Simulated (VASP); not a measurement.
Runs of VASP 6.6.1 on C. The structure is that of space group P6/mmm (No. 191), or close to it. The cells are those of the table. 

```csv
cell,gap on the mesh (eV),pressure (GPa)
"a = 2.456, b = 2.456, c = 8.524 Å, angles 90.0, 90.0, 120.0°, 2 atoms",none,-
"a = 2.447, b = 2.447, c = 3.381 Å, angles 90.0, 90.0, 120.0°, 2 atoms",none,4.7
"a = 2.451, b = 2.451, c = 3.501 Å, angles 90.0, 90.0, 120.0°, 2 atoms",none,2.7
"a = 2.443, b = 2.443, c = 3.299 Å, angles 90.0, 90.0, 120.0°, 2 atoms",none,6.7
"a = 2.439, b = 2.439, c = 3.237 Å, angles 90.0, 90.0, 120.0°, 2 atoms",none,(a)
```

Alike in all rows: task single point; level r2SCAN; potentials or basis VASP PAW PBE potentials, release 64 (C); no spin polarisation; k mesh 15 × 15 × 4; cutoff (eV) 520; smearing methfessel-paxton 0.15 eV.

Q: Fill in the values left out.

A: (a) 8.7.

Caveats: some runs use coarse meshes; the PAW data sets were made with another functional, which shifts forces and pressure a little.

A gap of «none» marks levels without a gap at the run's occupations.
